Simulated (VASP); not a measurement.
# Pd (Fm-3m) in VASP: settings compared

The runs below take Pd through single point, with PBE, RPBE+D4.

Program: VASP 6.6.1. These are calculated values, not measurements. Logs are shortened: lines on timing, memory, paths and dates and some standing lists are left out, and cuts for length are marked.

## (1) The cell of the first run

It takes space group Fm-3m (No. 225, cubic). Conventional cell: a = 3.942 Å, b = 3.942 Å, c = 3.942 Å, α = 90.00°, β = 90.00°, γ = 90.00°. Pd (site symmetry m-3m) has 12 Pd at 2.79 Å within 3.7 Å.

## (2) Single point, PBE

The input, INCAR:

```
PREC     = Accurate       # precision mode
ENCUT    = 520            # plane-wave cutoff, eV
EDIFF    = 1E-6           # SCF threshold, eV
ISMEAR   = -1             # smearing method
SIGMA    = 0.05           # smearing width, eV
LREAL    = F              # projectors in reciprocal space
LASPH    = T              # aspherical terms in the spheres
NELM     = 100            # most SCF steps
ALGO     = Normal         # electronic algorithm
ISIF     = 2              # what is computed and relaxed
LWAVE    = F              # write WAVECAR
LCHARG   = F              # write CHGCAR
GGA      = PE             # functional
NBANDS   = 11             # bands
```

The input, KPOINTS:

```
Automatic mesh
0
Gamma
  12 12 12
```

The input, POSCAR:

```
Pd
1.0
    0.0000000000      1.9710426500      1.9710426500
    1.9710426500      0.0000000000      1.9710426500
    1.9710426500      1.9710426500      0.0000000000
Pd
1
Direct
    0.0000000000      0.0000000000      0.0000000000
```

Potentials or basis: VASP PAW PBE potentials, release 64 (Pd).

Run with:

```bash
> cat potpaw_PBE.64/Pd/POTCAR > POTCAR
> mpirun -np 1 vasp_std > vasp.out
```

OUTCAR:

```text
PREC = Accurate
   ENCUT = 520
   EDIFF = 1E-6
   ISMEAR = -1
   LREAL = F
   LASPH = T
   NELM = 100
   ISIF = 2
   GGA = PE

 ion  position               nearest neighbor table
   1  0.000  0.000  0.000-

  LATTYP: Found a face centered cubic cell.
 ALAT       =     3.9420853000

  Lattice vectors:

 A1 = (   0.0000000000,   1.9710426500,   1.9710426500)
 A2 = (   1.9710426500,   0.0000000000,   1.9710426500)
 A3 = (   1.9710426500,   1.9710426500,   0.0000000000)

Analysis of symmetry for initial positions (statically):
[... 33 lines left out ...]
                                     Primitive cell

  volume of cell :      15.3150

  direct lattice vectors                    reciprocal lattice vectors
     0.000000000  1.971042650  1.971042650    -0.253672847  0.253672847  0.253672847
     1.971042650  0.000000000  1.971042650     0.253672847 -0.253672847  0.253672847
     1.971042650  1.971042650  0.000000000     0.253672847  0.253672847 -0.253672847

  length of vectors
     2.787475248  2.787475248  2.787475248     0.439374259  0.439374259  0.439374259

  position of ions in fractional coordinates (direct lattice)
     0.000000000  0.000000000  0.000000000

  ion indices of the primitive-cell ions
   primitive index   ion index
                 1           1

----------------------------------------------------------------------------------------

 KPOINTS: Automatic mesh

Automatic generation of k-mesh.
 Grid dimensions read from file:
 generate k-points for:   12   12   12

 Generating k-lattice:

  Cartesian coordinates                     Fractional coordinates (reciprocal lattice)
    -0.021139404  0.021139404  0.021139404     0.083333333  0.000000000  0.000000000
     0.021139404 -0.021139404  0.021139404     0.000000000  0.083333333  0.000000000
     0.021139404  0.021139404 -0.021139404     0.000000000  0.000000000  0.083333333

  Length of vectors
     0.036614522  0.036614522  0.036614522

  Shift w.r.t. Gamma in fractional coordinates (k-lattice)
     0.000000000  0.000000000  0.000000000

 Subroutine IBZKPT returns following result:
 ===========================================

 Found     72 irreducible k-points:

 Following reciprocal coordinates:
            Coordinates               Weight
  0.000000  0.000000  0.000000      1.000000
  0.083333  0.000000  0.000000      8.000000
  0.166667  0.000000  0.000000      8.000000
  0.250000  0.000000  0.000000      8.000000
  0.333333  0.000000  0.000000      8.000000
  0.416667  0.000000  0.000000      8.000000
[... 16 lines left out ...]
  0.500000  0.166667  0.000000     24.000000
 -0.416667  0.166667  0.000000     24.000000
 [... further k-points ...]
   k-points           NKPTS =     72   k-points in BZ     NKDIM =     72   number of bands    NBANDS=     11
   number of dos      NEDOS =    301   number of ions     NIONS =      1
   total plane-waves  NPLWV =  13824
   dimension x,y,z NGX =    24 NGY =   24 NGZ =   24
   dimension x,y,z NGXF=    48 NGYF=   48 NGZF=   48
   ions per type =               1
   NGX,Y,Z   is equivalent  to a cutoff of  14.31, 14.31, 14.31 a.u.
   NGXF,Y,Z  is equivalent  to a cutoff of  28.63, 28.63, 28.63 a.u.
 SYSTEM =  unknown system
   PREC   = accura    normal or accurate (medium, high low for compatibility)
   ISTART =      0    job   : 0-new  1-cont  2-samecut
   ICHARG =      2    charge: 1-file 2-atom 10-const
   ISPIN  =      1    spin polarized calculation?
   LNONCOLLINEAR =      F non collinear calculations
   LSORBIT =      F    spin-orbit coupling
   LASPH  =      T    aspherical Exc in radial PAW
   ENCUT  =  520.0 eV  38.22 Ry    6.18 a.u.   5.18  5.18  5.18*2*pi/ulx,y,z
   NELM   =    100;   NELMIN=  2; NELMDL= -5     # of ELM steps
   EDIFF  = 0.1E-05   stopping-criterion for ELM
   LREAL  =      F    real-space projection
   EDIFFG = 0.1E-04   stopping-criterion for IOM
   NSW    =      0    number of steps for IOM
   IBRION =     -1    ionic relax: 0-MD 1-quasi-New 2-CG
   NFREE  =      0    steps in history (QN), initial steepest desc. (CG)
   ISIF   =      2    stress and relaxation
   ISYM   =      2    0-nonsym 1-usesym 2-fastsym
   POTIM  = 0.5000    time-step for ionic-motion
   TEBEG  =    0.0;   TEEND  =   0.0 temperature during run
   PSTRESS=    0.0 pullay stress
   NELECT =      10.0000    total number of electrons
   NUPDOWN=      -1.0000    fix difference up-down
   EMIN   =  10.00;   EMAX   =-10.00  energy-range for DOS
   EFERMI =   0.00;   METHOD = LEGACY
   ISMEAR =    -1;   SIGMA  =   0.05  broadening in eV -4-tet -1-fermi 0-gaus
   EFERMI_NEDOS =   21; number of points for ismear=-14 and -15
   IALGO  =     38    algorithm
   IMIX   =      4    mixing-type and parameters
     AMIX     =   0.40;   BMIX     =  1.00
     AMIX_MAG =   1.60;   BMIX_MAG =  1.00
  volume/ion in A,a.u.               =      15.32       103.35
  Fermi-wavevector in a.u.,A,eV,Ry     =   1.420263  2.683908 27.444956  2.017147
  Thomas-Fermi vector in A             =   2.541197
   LORBIT       =      0    0 simple, 1 ext, 2 COOP (PROOUT), +10 PAW based schemes
   GGA     = PE    functional components
   LHFCALC =     F    Hartree Fock is set to
   AEXX    =    0.0000 exact exchange contribution
   IVDW    =     0    specifies the selected vdW correction
   LEPSILON=     F    determine dielectric tensor
   LRPA    =     F    only Hartree local field effects (RPA)
 non-spin polarized calculation
  energy-cutoff  :      520.00
  volume of cell :       15.32
 maximum number of plane-waves:       424
 NGX is ok and might be reduce to    24
   NGX = 11   NGY = 11   NGZ = 11

 number of electron      10.0000000 magnetization

 Free energy of the ion-electron system (eV)
  ---------------------------------------------------
  ext. energy  EPLUGINS =         0.00000000
  ---------------------------------------------------
  free energy    TOTEN  =        -5.23046942 eV

  energy without entropy =       -5.21003194  energy(sigma->0) =       -5.22025068

 E-fermi :   9.1306     XC(G=0): -12.9530

 val. band max:        9.1300841830   @ k =  -0.3333   0.4167   0.0833
 cond. band min:       9.1307151624   @ k =   0.5000   0.4167   0.0833
 fundamental gap:      0.0006309794
 Fermi energy:         9.1306065209

 k-point     1 :       0.0000    0.0000    0.0000
  band No.  band energies     occupation
      1       2.3089      2.00000
      2       6.4794      2.00000
      3       6.4794      2.00000
      4       6.4794      2.00000
      5       7.9935      2.00000
      6       7.9935      2.00000
      7      26.3288      0.00000
      8      30.8932      0.00000
      9      30.8932      0.00000
     10      30.8932      0.00000
     11      35.4587      0.00000

 k-point     2 :       0.0833    0.0000    0.0000
  band No.  band energies     occupation
      1       2.5511      2.00000
      2       6.3995      2.00000
      3       6.5595      2.00000
      4       6.5595      2.00000
      5       7.9577      2.00000
      6       7.9577      2.00000
      7      26.5490      0.00000
      8      29.4019      0.00000
      9      31.1520      0.00000
     10      31.1520      0.00000
     11      35.5939      0.00000

 k-point     3 :       0.1667    0.0000    0.0000
  band No.  band energies     occupation
      1       3.2093      2.00000
      2       6.2619      2.00000
      3       6.7218      2.00000
      4       6.7218      2.00000
      5       7.9351      2.00000
      6       7.9351      2.00000
      7      26.1552      0.00000
      8      27.5642      0.00000
      9      31.8093      0.00000
     10      31.8093      0.00000
     11      34.9971      0.00000

 k-point     4 :       0.2500    0.0000    0.0000
  band No.  band energies     occupation
      1       3.9565      2.00000
      2       6.4578      2.00000
      3       6.7565      2.00000
      4       6.7565      2.00000
      5       8.1377      2.00000
      6       8.1377      2.00000
      7      23.3731      0.00000
      8      27.2940      0.00000
      9      32.3021      0.00000
     10      32.3021      0.00000
     11      34.6134      0.00000

 k-point     5 :       0.3333    0.0000    0.0000
  band No.  band energies     occupation
      1       4.2334      2.00000
      2       6.6288      2.00000
      3       6.6288      2.00000
      4       7.5615      2.00000
      5       8.5628      1.99998
      6       8.5628      1.99998
      7      20.3077      0.00000
      8      26.5727      0.00000
      9      31.4786      0.00000
     10      31.4786      0.00000
     11      35.1017      0.00000
[... 211 lines left out ...]
 k-point    21 :       0.3333    0.1667    0.0000
  band No.  band energies     occupation
      1       4.6658      2.00000
      2       5.7269      2.00000
      3       6.6550      2.00000
      4       7.2762      2.00000
      5       8.7567      1.99887
      6       8.7947      1.99758
      7      22.8151      0.00000
      8      27.1871      0.00000
      9      27.6645      0.00000
     10      29.8554      0.00000
     11      34.7840      0.00000

 k-point    22 :       0.4167    0.1667    0.0000
  band No.  band energies     occupation
      1       4.7128      2.00000
      2       6.0905      2.00000
      3       6.6505      2.00000
      4       7.1463      2.00000
      5       9.0800      1.46674
      6      10.3331      0.00000
      7      19.6724      0.00000
      8      26.2018      0.00000
      9      27.3415      0.00000
     10      29.0726      0.00000
     11      35.5892      0.00000

 k-point    23 :       0.5000    0.1667    0.0000
  band No.  band energies     occupation
      1       4.6806      2.00000
      2       6.0340      2.00000
      3       7.0097      2.00000
      4       7.1561      2.00000
      5       9.1617      0.69843
      6      12.1639      0.00000
      7      16.9902      0.00000
      8      25.3331      0.00000
      9      27.6133      0.00000
     10      28.1912      0.00000
     11      35.6070      0.00000

 k-point    24 :      -0.4167    0.1667    0.0000
  band No.  band energies     occupation
      1       4.7293      2.00000
      2       6.0401      2.00000
      3       6.9450      2.00000
      4       7.3512      2.00000
      5       8.9112      1.97544
      6      12.7054      0.00000
      7      16.4766      0.00000
      8      24.7253      0.00000
      9      27.7790      0.00000
     10      28.6405      0.00000
     11      35.6033      0.00000

 [... further k-points ...]
[... 5 lines left out ...]
  --------------------------------------------------------------------------------------
  -------------------------------------------------------------------------------------
  Total       -0.0300252     -0.0300252     -0.0300252      0.0000000     -0.0000000      0.0000000
  in kB       -3.1410742     -3.1410742     -3.1410742      0.0000000     -0.0000000      0.0000000
  external PRESSURE =      -3.1410742 kB  Pullay stress =       0.0000000 kB

 VOLUME and BASIS-vectors are now :
 -----------------------------------------------------------------------------
  energy-cutoff  :      520.00
  volume of cell :       15.32
      direct lattice vectors                 reciprocal lattice vectors
     0.000000000  1.971042650  1.971042650    -0.253672847  0.253672847  0.253672847
     1.971042650  0.000000000  1.971042650     0.253672847 -0.253672847  0.253672847
     1.971042650  1.971042650  0.000000000     0.253672847  0.253672847 -0.253672847

 POSITION                                       TOTAL-FORCE (eV/Angst)
 -----------------------------------------------------------------------------------
      0.00000      0.00000      0.00000         0.000000      0.000000      0.000000
 -----------------------------------------------------------------------------------
    total drift:                                0.000000      0.000000     -0.000000

  FREE ENERGIE OF THE ION-ELECTRON SYSTEM (eV)
  ---------------------------------------------------
  free  energy   TOTEN  =        -5.2304694161 eV

  energy  without entropy=       -5.2100319382  energy(sigma->0) =       -5.22025068
```

Wall time 9.2 s (1 thread of Intel Xeon 6975P-C, shared host); peak memory 0.14 GiB.

Results:

```yaml
Free_energy: -5.2305 eV
Pressure: -0.3 GPa
Band_gap_on_the_k_mesh: zero (band 5 reaches 9.42 eV, above the bottom of band 6 at 7.94 eV)
```

## (3) Single point, RPBE+D4

This run uses another cell than the first one, of 15.05 Å³/atom, 0.982 times its volume.

The input, INCAR:

```
SYSTEM = Pd
PREC = Accurate ; ENCUT = 520
EDIFF = 1E-6 ; ISMEAR = -1
SIGMA = 0.05 ; LREAL = .False.
LASPH = .True. ; NELM = 80
ALGO = Normal ; ISIF = 2
LWAVE = .False. ; LCHARG = .False.
GGA = RP ; IVDW = 13
NBANDS = 11
```

The input, KPOINTS:

```
regular mesh
0
Gamma
  12 12 12
  0 0 0
```

The input, POSCAR:

```
Pd
1.0
    0.0000000000      1.9593911042      1.9593911042
    1.9593911042      0.0000000000      1.9593911042
    1.9593911042      1.9593911042      0.0000000000
Pd
1
Direct
    0.0000000000      0.0000000000      0.0000000000
```

Potentials or basis: VASP PAW PBE potentials, release 64 (Pd).

Run with:

```bash
> cat potpaw_PBE.64/Pd/POTCAR > POTCAR
> mpirun -np 1 vasp_std > vasp.out
```

Wall time 6.9 s (1 thread of Intel Xeon 6975P-C, shared host); peak memory 0.14 GiB.

Results (log left out):

```
Free energy                : -5.5633 eV
Pressure                   : -1.9 GPa
Band gap on the k mesh     : zero (band 5 reaches 9.82 eV, above the bottom of band 6 at 8.29 eV)
Dispersion energy per atom : -0.939 eV
```

Levels at points of the mesh, in eV from the Fermi level:
```tsv
k point	band 2	band 3	band 4	band 5	band 6	band 7	band 8	band 9
(0.00, 0.00, 0.00)	-2.72	-2.72	-2.72	-1.17	-1.17	17.21	21.91	21.91
(0.50, 0.00, 0.00)	-2.77	-2.77	-0.01	-0.01	1.12	7.23	16.57	21.00
(0.50, 0.50, 0.00)	-4.91	-0.04	0.30	0.30	3.42	10.63	13.19	13.19
```

Caveat: the PAW data sets were made with another functional, which shifts forces and pressure a little; pairwise dispersion overbinds metals, which lowers pressure and volume.

## (4) Single point, RPBE+D4

The input, INCAR:

```
SYSTEM = Pd
PREC = Accurate
ENCUT = 520
EDIFF = 1E-7
ISMEAR = -1
SIGMA = 0.05
LREAL = .False.
LASPH = .True.
NELM = 100
ALGO = Normal
ISIF = 2
LWAVE = .False.
LCHARG = .False.
GGA = RP
IVDW = 13
NBANDS = 11
```

KPOINTS is that of step 3.

The input, POSCAR:

```
Pd
1.0
    0.0000000000      1.9721147795      1.9721147795
    1.9721147795      0.0000000000      1.9721147795
    1.9721147795      1.9721147795      0.0000000000
Pd
1
Direct
    0.0000000000      0.0000000000      0.0000000000
```

Run with:

```bash
> cat potpaw_PBE.64/Pd/POTCAR > POTCAR
> mpirun -np 1 vasp_std > vasp.out
```

It took 9.8 s on 1 thread of Intel Xeon 6975P-C, shared host; peak memory 0.14 GiB.

The run converged. Its results:

```
Free energy                : -5.5570 eV
Pressure                   : -5.1 GPa
Band gap on the k mesh     : zero (band 5 reaches 9.49 eV, above the bottom of band 6 at 8.02 eV)
Dispersion energy per atom : -0.922 eV
```

Levels at points of the mesh, in eV from the Fermi level:
```
           k point  band 2  band 3  band 4  band 5  band 6  band 7  band 8  band 9
(0.00, 0.00, 0.00)   -2.63   -2.63   -2.63   -1.13   -1.13   17.20   21.78   21.78
(0.50, 0.00, 0.00)   -2.68   -2.68   -0.01   -0.01    1.17    7.08   16.55   20.81
(0.50, 0.50, 0.00)   -4.76   -0.04    0.28    0.28    3.43   10.43   13.08   13.08
```

Caveat: the PAW data sets were made with another functional, which shifts forces and pressure a little; pairwise dispersion overbinds metals, which lowers pressure and volume.

## (5) Overview

| level | cell | gap on the mesh (eV) | pressure (GPa) |
| --- | --- | --- | --- |
| PBE | a = 2.787 Å, angles 60.0°, 1 atom | none | -0.3 |
| RPBE+D4 | a = 2.771 Å, angles 60.0°, 1 atom | none | -1.9 |
| RPBE+D4 | a = 2.789 Å, angles 60.0°, 1 atom | none | -5.1 |

Alike in all rows: task single point; potentials or basis VASP PAW PBE potentials, release 64 (Pd); no spin polarisation; k mesh 12 × 12 × 12; cutoff (eV) 520; smearing fermi-dirac 0.05 eV.

Caveats: the PAW data sets were made with another functional, which shifts forces and pressure a little (some runs); pairwise dispersion overbinds metals, which lowers pressure and volume (some runs).

Total energies depend on the potentials used, so only differences within one code and one set of settings carry meaning.
